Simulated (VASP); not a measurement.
Set up this calculation in VASP 6.6.1, as the native input.

| Item | Value |
| --- | --- |
| Task | single point |
| Functional | PBEsol |
| Potentials or basis | VASP PAW PBE potentials, release 64 (Ti_sv, O) |
| Cutoff | 520 eV |
| k mesh | 12 × 12 × 8 |
| Occupations | gaussian, width 0.15 eV |
| Spin | no spin polarisation |
| Dipole correction | no |
| Further INCAR settings | ALGO = Normal; EDIFF = 1e-06; NBANDS = 22 |

The structure of Ti2O lies in POSCAR:

```
Ti2O
1.0
    2.9529519773      0.0000000000      0.0000000000
   -1.4764759887      2.5573314285      0.0000000000
    0.0000000000      0.0000000000      4.7237336589
Ti O
2 1
Direct
    0.6844015980      0.3376497366      0.2634451484
    0.3052991821      0.6496142155      0.7410732762
    0.0102992199      0.0127360480     -0.0045184245
```

This cell differs from its parent crystal: atoms moved at random.

These files were run (other wordings do the same):

INCAR

```
SYSTEM = Ti2O
ALGO = Normal
EDIFF = 1E-6
ENCUT = 520
GGA = PS
ISIF = 2
ISMEAR = 0
LASPH = .True.
LCHARG = .False.
LREAL = .False.
LWAVE = .False.
NBANDS = 22
NELM = 80
PREC = Accurate
SIGMA = 0.15
```

KPOINTS

```
k-points
0
Gamma
  12 12 8
  0 0 0
```

Potentials or basis: VASP PAW PBE potentials, release 64 (Ti_sv, O).

The run is started by

```console
$ cat potpaw_PBE.64/Ti_sv/POTCAR potpaw_PBE.64/O/POTCAR > POTCAR
$ mpirun -np 1 vasp_std > vasp.out
```

It gave:

- Pressure: 1.2 GPa
- Largest force: 0.713 eV/Å
- Band gap on the k mesh: zero (bands 15 and 16 overlap by 0.75 eV)

Caveat: the cell differs from its parent crystal (atoms moved at random); the PAW data sets were made with another functional, which shifts forces and pressure a little.

It took 5.7 min on 1 thread of Intel(R) Xeon(R) Platinum 8259CL CPU @ 2.50GHz (Skylake/Cascade Lake), with other jobs on the host, peak memory 0.48 GiB.
